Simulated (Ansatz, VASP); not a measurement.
**MnNbSb in VASP and in Ansatz**

```xyz
6
Lattice="4.0449 0.0000 0.0000 0.0000 4.0449 0.0000 0.0000 0.0000 7.0454" Properties=species:S:1:pos:R:3 pbc="T T T"
Mn    0.0000    2.0224    2.4729
Mn    2.0224    0.0000    4.5725
Nb    0.0000    0.0000    0.0000
Nb    2.0224    2.0224    0.0000
Sb    0.0000    2.0224    5.1220
Sb    2.0224    0.0000    1.9234
```

Alike in both runs: task single point; functional r2SCAN; k mesh 6 × 6 × 4; no spin polarisation.

```csv
,VASP,Ansatz
version,VASP 6.6.1,Ansatz 0.2.0
potentials or method,"VASP PAW PBE potentials, release 64 (Mn_pv, Nb_sv, Sb), cutoff 520 eV",PAW plane waves
occupations,"methfessel-paxton of order 1, width 0.033 eV","cold, width 0.033 eV"
valence electrons in the cell,62,86
```

Ansatz gave:

- pressure (GPa): -8.4
- traceless stress, the component that is largest in VASP (GPa): 1.54
- rms of the force components (eV/Å): 1.160

**Question.** Estimate VASP's values.

**Answer.** Pressure (GPa): -8.4; traceless stress, the component that is largest in VASP (GPa): 1.61; rms of the force components (eV/Å): 1.161.

VASP's potentials were made for PBE, not for r2SCAN. Atom by atom the forces differ by 0.001 eV/Å (rms over components). VASP's potentials hold 62 valence electrons a cell and Ansatz's 86, so a difference there can come from the potentials and not from the codes.

Spin-orbit coupling is off throughout.
